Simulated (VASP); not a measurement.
Write the native input for VASP 6.6.1 that does the following.

```
Task                   : single point
Functional             : PBE
Potentials or basis    : VASP PAW PBE potentials, release 64 (Cd, Te, Se)
Cutoff                 : 520 eV
k mesh                 : 6 × 6 × 6
Occupations            : gaussian, width 0.1 eV
Spin                   : no spin polarisation
Dipole correction      : no
Further INCAR settings : ALGO = Normal; EDIFF = 1e-06; NBANDS = 36
```

The structure of Cd3Te2Se lies in POSCAR:

```
Cd3Te2Se
1.0
   -2.2918492927      2.2918492927      9.6949643425
    2.2918492927     -2.2918492927      9.6949643425
    2.2918492927      2.2918492927     -9.6949643425
Cd Te Se
3 2 1
Direct
    0.8255767831      0.8255767831      0.0000000000
    0.5000000000      0.5000000000      0.0000000000
    0.1744232169      0.1744232169      0.0000000000
    0.4126646325      0.9126646325      0.5000000000
    0.0873353675      0.5873353675      0.5000000000
    0.7500000000      0.2500000000      0.5000000000
```

The input as run:

INCAR

```
SYSTEM = Cd3Te2Se
ALGO     = Normal         ! electronic algorithm
EDIFF    = 1E-6           ! SCF threshold, eV
ENCUT    = 520            ! plane-wave cutoff, eV
GGA      = PE             ! functional
ISIF     = 2              ! what is computed and relaxed
ISMEAR   = 0              ! smearing method
LASPH    = .TRUE.         ! aspherical terms in the spheres
LCHARG   = .TRUE.         ! write CHGCAR
LELF     = .TRUE.         ! ELF
LREAL    = .FALSE.        ! projectors in reciprocal space
LVHAR    = .TRUE.       
LWAVE    = .FALSE.        ! write WAVECAR
NBANDS   = 36             ! bands
NELM     = 60             ! most SCF steps
PREC     = Accurate       ! precision mode
SIGMA    = 0.1            ! smearing width, eV
```

KPOINTS

```
k-points
0
G
  6 6 6
  0 0 0
```

Potentials or basis: VASP PAW PBE potentials, release 64 (Cd, Te, Se).

The run is started by

```bash
$ cat potpaw_PBE.64/Cd/POTCAR potpaw_PBE.64/Te/POTCAR potpaw_PBE.64/Se/POTCAR > POTCAR
$ mpirun -np 1 vasp_std > vasp.out
```

Results of the run:

```json
{"Pressure": "0.2 GPa", "Largest force": "0.009 eV/Å", "Band gap on the k mesh": "0.45 eV"}
```

Caveat: semilocal functionals underestimate gaps, and a narrow one can read as zero; spin-orbit coupling is left out, which moves the levels of the heavy elements.

It took 15 min on 1 thread of Intel(R) Xeon(R) Platinum 8259CL CPU @ 2.50GHz (Skylake/Cascade Lake), with other jobs on the host, peak memory 1 GiB.
